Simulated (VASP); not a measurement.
Here is a VASP 6.6.1 calculation.

The input INCAR:

```
SYSTEM = Al4N5
ALGO     = Normal         ! electronic algorithm
DIPOL    = 0.5 0.5 0.320
EDIFF    = 1E-6           ! SCF threshold, eV
ENCUT    = 520            ! plane-wave cutoff, eV
GGA      = PE             ! functional
GGA_COMPAT= .FALSE.      
IDIPOL   = 3            
ISIF     = 2              ! what is computed and relaxed
ISMEAR   = 0              ! smearing method
ISPIN    = 2              ! spin polarisation
LASPH    = .TRUE.         ! aspherical terms in the spheres
LCHARG   = .FALSE.        ! write CHGCAR
LDIPOL   = .TRUE.       
LORBIT   = 11             ! projections on sites
LREAL    = .FALSE.        ! projectors in reciprocal space
LWAVE    = .FALSE.        ! write WAVECAR
MAGMOM   = 0 0 0 0 0 0 0 0 3 ! initial moments
NBANDS   = 32             ! bands
NELM     = 200            ! most SCF steps
NELMDL   = -8           
PREC     = Accurate       ! precision mode
SIGMA    = 0.05           ! smearing width, eV
```

KPOINTS

```
k-points
0
G
  9 6 1
  0 0 0
```

Contents of POSCAR:

```
Al4N5
1.0
    3.1297683445      0.0000000000      0.0000000000
    0.0000000000      5.0173032419      0.0000000000
    0.0000000000      0.0000000000     19.0620320396
Al N
4 5
Direct
    0.0000000000      0.9982714950      0.2098412169
    0.5000000000      0.4982714950      0.2572383830
    0.5000000000      0.9915197257      0.3577010219
    0.0000000000      0.4624332462      0.3868097530
    0.0000000000      0.6167285050      0.2098412169
    0.5000000000      0.1167285050      0.2572383830
    0.5000000000      0.6143669392      0.3564124135
    0.0000000000      0.1112303975      0.3967065014
    0.1666666667      0.9445637309      0.4495758001
```

Potentials or basis: VASP PAW PBE potentials, release 64 (Al, N).

Run with:

```bash
$ cat potpaw_PBE.64/Al/POTCAR potpaw_PBE.64/N/POTCAR > POTCAR
$ mpirun -np 1 vasp_std > vasp.out
```

Problem. Predict the net moment.

Solution. 1.04 μB per cell.

Problem. Predict the site moments.

Solution. Al -0.01, +0.00, +0.01 (each value once); N +0.01, +0.03, +0.06, +0.59 (each value once) μB.

Problem. What does it give for the band gap on the k mesh?

Solution. Zero (filled and empty bands overlap).

Problem. What does it give for the largest force?

Solution. 3.111 eV/Å.

Forces on the atoms (eV/Å):
```
Al   0.002 -1.668  1.643
Al  -0.011  0.987 -2.186
Al   0.171 -1.380 -0.612
Al   0.174  2.919  1.061
N   -0.009  0.632  0.943
N    0.091  0.152 -0.085
N    0.307 -0.906 -1.047
N   -0.831  0.269  0.185
N    0.106 -1.005  0.098
```
